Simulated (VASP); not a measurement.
Here is a VASP 6.6.1 calculation.

File INCAR:

```
SYSTEM = AlN
  ALGO = Normal
  EDIFF = 1E-6
  EDIFFG = -0.01
  ENCUT = 520
  IBRION = 2
  ISIF = 2
  ISMEAR = 0
  LASPH = .True.
  LCHARG = .False.
  LREAL = .False.
  LWAVE = .False.
  NELM = 60
  NSW = 50
  PREC = Accurate
  SIGMA = 0.05
```

KPOINTS

```
k-points
0
Gamma
  9 9 6
  0 0 0
```

The input POSCAR:

```
AlN
1.0
    3.0886152983      0.0000000000      0.0000000000
   -1.5443076491      2.6748193108      0.0000000000
    0.0000000000      0.0000000000      4.9435842660
Al N
2 2
Direct
    0.3333333333      0.6666666667      0.0015210172
    0.6666666667      0.3333333333      0.5015210172
    0.3333333333      0.6666666667      0.3834789828
    0.6666666667      0.3333333333      0.8834789828
```

Potentials or basis: VASP PAW LDA potentials, release 64 (Al, N).

Run with:

```bash
$ cat potpaw_LDA.64/Al/POTCAR potpaw_LDA.64/N/POTCAR > POTCAR
$ mpirun -np 1 vasp_std > vasp.out
```

Task: Estimate the band gap on the k mesh.

Result: 4.42 eV.

Final structure:
```cif
data_structure
_symmetry_space_group_name_H-M 'P 1'
_symmetry_Int_Tables_number 1
_cell_length_a 3.0886
_cell_length_b 3.0886
_cell_length_c 4.9436
_cell_angle_alpha 90.000
_cell_angle_beta 90.000
_cell_angle_gamma 120.000
_cell_volume 40.84
loop_
_atom_site_label
_atom_site_type_symbol
_atom_site_fract_x
_atom_site_fract_y
_atom_site_fract_z
_atom_site_occupancy
Al1 Al 0.33333 0.66667 0.00152 1
Al2 Al 0.66667 0.33333 0.50152 1
N1 N 0.33333 0.66667 0.38348 1
N2 N 0.66667 0.33333 0.88348 1
```

Caveat: the relaxation stopped at its first step, so nothing moved; an odd mesh through Γ misses points on the zone boundary, where band edges can lie.

**What was measured.**

From “Structural and optical properties of self-assembled AlN nanowires grown on SiO2/Si substrates by molecular beam epitaxy”, 2024, arxiv:2402.00216, for a bulk crystal of AlN at 0 K: band gap 6.0343 eV (an exciton energy, a little under the gap).

A measured gap of AlN is 6.0343 eV (an exciton energy, a little under the gap; 0 K; quoted in “Structural and optical properties of self-assembled AlN nanowires grown on SiO2/Si substrates by molecular beam epitaxy”, 2024, arxiv:2402.00216); the calculated 4.42 eV misses it by -1.61 eV. 2 values of this kind are on record (6.034 to 6.0343 eV); this one was drawn at random. The value is that of LDA on a finite k mesh, which can miss the band edges, without temperature or zero-point motion. Semilocal functionals fall short of measured gaps as a rule.
